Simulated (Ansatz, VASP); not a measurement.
Li7NbO6: VASP beside Ansatz

```
Li Nb O
1.0
     2.76054    1.59380    4.84522
    -2.76054    1.59380    4.84522
     0.00000   -3.18759    4.84522
Li Nb O
7 1 6
Direct
  0.49621 0.72574 0.12158
  0.23262 0.93115 0.49015
  0.93115 0.49015 0.23262
  0.65319 0.65319 0.65319
  0.12158 0.49621 0.72574
  0.72574 0.12158 0.49621
  0.49015 0.23262 0.93115
  0.00079 0.00079 0.00079
  0.64038 0.88349 0.23188
  0.07096 0.79665 0.37613
  0.79665 0.37613 0.07096
  0.23188 0.64038 0.88349
  0.88349 0.23188 0.64038
  0.37613 0.07096 0.79665
```

Alike in both runs: functional PBEsol; k mesh 6 × 6 × 6; occupations gaussian, width 0.02 eV; no spin polarisation.

Ansatz relaxed the structure, and its values are those at the end. VASP's run is a single point on that final structure, the one shown.

|  | VASP | Ansatz |
| --- | --- | --- |
| version | VASP 6.6.1 | Ansatz 0.2.0 |
| potentials or method | VASP PAW PBE potentials, release 64 (Li_sv, Nb_sv, O), cutoff 520 eV | scalar-relativistic, plane waves, PAW |
| valence electrons in the cell | 70 | 70 |

|  | VASP | Ansatz | Ansatz less VASP |
| --- | --- | --- | --- |
| gap on the k mesh at the Fermi level (eV) | 3.81 | 3.82 | +0.010 |
| least direct gap on the mesh (eV) | 4.05 | 4.06 | +0.010 |
| rms of the force components (eV/Å) | 0.013 | 0.001 | -0.0123 |

VASP's potentials were made for PBE, not for PBEsol.

Noted on VASP's run: the cutoff is short for stress, so the pressure is rough.
